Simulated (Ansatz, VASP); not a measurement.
# Al in VASP and in Ansatz

```
Al
1.0
    -1.02216    1.64435    1.64435
     1.64435   -1.02216    1.64435
     1.64435    1.64435   -1.02216
Al
1
Direct
  0.00000 0.00000 0.00000
```

Alike in both runs: task single point; functional PBE; k mesh 24 × 24 × 24; occupations gaussian, width 0.15 eV; no spin polarisation.

|  | VASP | Ansatz |
| --- | --- | --- |
| version | VASP 6.6.1 | Ansatz 0.2.0 |
| potentials or method | VASP PAW PBE potentials, release 64 (Al), cutoff 520 eV | scalar-relativistic, plane waves, PAW |
| valence electrons in the cell | 3 | 3 |

```csv
,VASP,Ansatz,Ansatz less VASP
gap on the k mesh at the Fermi level (eV),none,none,-
pressure (GPa),18.7,18.6,0.00
"traceless stress, the component that is largest in VASP (GPa)",-3.39,-3.39,-0.004
```

A gap of «none» marks a metal or a gap that the smearing closes.
